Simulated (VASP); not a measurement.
Write the native input for VASP 6.6.1 that does the following.

```
Task                   : single point
Functional             : PBE
Potentials or basis    : VASP PAW PBE potentials, release 64 (Sn_d, Ge_d)
Cutoff                 : 520 eV
k mesh                 : 4 × 4 × 3
Occupations            : gaussian, width 0.2 eV
Spin                   : no spin polarisation
Dipole correction      : no
Further INCAR settings : ALGO = Normal; EDIFF = 1e-07; NBANDS = 51
```

The structure of SnGe2 lies in POSCAR:

```
SnGe2
1.0
    5.1212492688      0.0000000000      0.0000000000
   -2.5606246344      4.4351319659      0.0000000000
    0.0000000000      0.0000000000      5.8084399590
Sn Ge
2 4
Direct
    0.3333333333      0.6666666667      0.2547321279
    0.6666666667      0.3333333333      0.7452678721
    0.0000000000      0.0000000000      0.0000000000
    0.0000000000      0.0000000000      0.5000000000
    0.3333333333      0.6666666667      0.7549121187
    0.6666666667      0.3333333333      0.2450878813
```

These files were run (other wordings do the same):

INCAR

```
PREC = Accurate
ENCUT = 520
EDIFF = 1E-7
ISMEAR = 0
SIGMA = 0.2
LREAL = F
LASPH = T
NELM = 80
ALGO = Normal
ISIF = 2
LWAVE = F
LCHARG = T
GGA = PE
LELF = T
LVHAR = T
NBANDS = 51
```

KPOINTS

```
Automatic mesh
0
Gamma
  4 4 3
```

Potentials or basis: VASP PAW PBE potentials, release 64 (Sn_d, Ge_d).

The run is started by

```sh
$ cat potpaw_PBE.64/Sn_d/POTCAR potpaw_PBE.64/Ge_d/POTCAR > POTCAR
$ mpirun -np 1 vasp_std > vasp.out
```

It gave:

```yaml
Pressure: -0.3 GPa
Largest_force: 0.012 eV/Å
Band_gap_on_the_k_mesh: zero (band 42 reaches 7.94 eV, above the bottom of band 43 at 5.92 eV)
```

Caveat: the k points lie up to 0.36 Å⁻¹ apart; spin-orbit coupling is left out, which moves the levels of the heavy elements.

Run time: 53 s on 1 thread of Intel(R) Xeon(R) Platinum 8488C (Sapphire Rapids), with other jobs on the host, peak memory 0.27 GiB.
